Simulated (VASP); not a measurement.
Sr4TmSi, 6 atoms in the cell. It takes space group P4/mmm (No. 123, tetragonal). The conventional cell has a = 5.368 Å, b = 5.368 Å, c = 9.457 Å, α = 90.00°, β = 90.00°, γ = 90.00°. Sr (site symmetry 2mm) has 2 Si at 3.28 Å and 5 Sr at 3.77 to 3.80 Å and 2 Tm at 3.91 Å within 4.3 Å. Tm (site symmetry 4/mmm) has 8 Sr at 3.91 Å within 5.1 Å. Si (site symmetry 4/mmm) has 8 Sr at 3.28 Å within 4.3 Å. The cell was built from a structure type or drawn by symmetry, and may not be a known phase.

| Item | Value |
| --- | --- |
| Program | VASP 6.6.1 |
| Task | single point |
| Functional | PBE |
| Potentials or basis | VASP PAW PBE potentials, release 64 (Sr_sv, Tm_3, Si), 4f in core |
| Cutoff | 500 eV |
| k mesh | 4 × 4 × 3 |
| Occupations | gaussian, width 0.2 eV |
| Spin | no spin polarisation |
| Dipole correction | no |
| Mended | yes |
| Further INCAR settings | ALGO = Normal; EDIFF = 1e-06; NBANDS = 36 |

Potentials or basis: VASP PAW PBE potentials, release 64 (Sr_sv, Tm_3, Si), 4f in core.

Launch:

```sh
$ cat potpaw_PBE.64/Sr_sv/POTCAR potpaw_PBE.64/Tm_3/POTCAR potpaw_PBE.64/Si/POTCAR > POTCAR
$ mpirun -np 1 vasp_std > vasp.out
```

Hardware: 1 thread of Intel(R) Xeon(R) Platinum 8488C (Sapphire Rapids) (shared host).

Question: How long does it take, and how much memory?

Answer: Wall time 100 s on 1 thread of Intel(R) Xeon(R) Platinum 8488C (Sapphire Rapids), with other jobs on the host, peak memory 0.38 GiB. Counts: scf iterations 14, k points 12.
